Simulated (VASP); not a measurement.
Sb, 3 atoms in the cell. The structure is hexagonal, space group P6/mmm (No. 191). Conventional cell: a = 5.362 Å, b = 5.362 Å, c = 3.197 Å, α = 90.00°, β = 90.00°, γ = 120.00°. Within 4.2 Å of Sb (site symmetry 6/mmm) lie 14 Sb at 3.20 to 3.48 Å. Within 4.1 Å of Sb (site symmetry -6m2) lie 11 Sb at 3.10 to 3.48 Å. This isn't the form of Sb at room conditions, which is rhombohedral.

| Quantity | Value |
| --- | --- |
| Program | VASP 6.6.1 |
| Task | single point |
| Functional | PBE |
| Potentials or basis | VASP PAW PBE potentials, release 64 (Sb) |
| Cutoff | 520 eV |
| k mesh | 9 × 9 × 13 |
| Occupations | fermi-dirac, width 0.1 eV |
| Spin | no spin polarisation |
| Dipole correction | no |
| Further INCAR settings | ALGO = Normal; EDIFF = 1e-06; NBANDS = 14 |

Potentials or basis: VASP PAW PBE potentials, release 64 (Sb).

Launch:

```sh
$ cat potpaw_PBE.64/Sb/POTCAR > POTCAR
$ mpirun -np 1 vasp_std > vasp.out
```

Hardware: 1 thread of Intel Xeon 8259CL, with other jobs on the host.

Problem. How long does it take, and how much memory?

Solution. Wall time 80 s on 1 thread of Intel Xeon 8259CL, on a shared host, peak memory 0.23 GiB. Counts: scf iterations 10, k points 84.
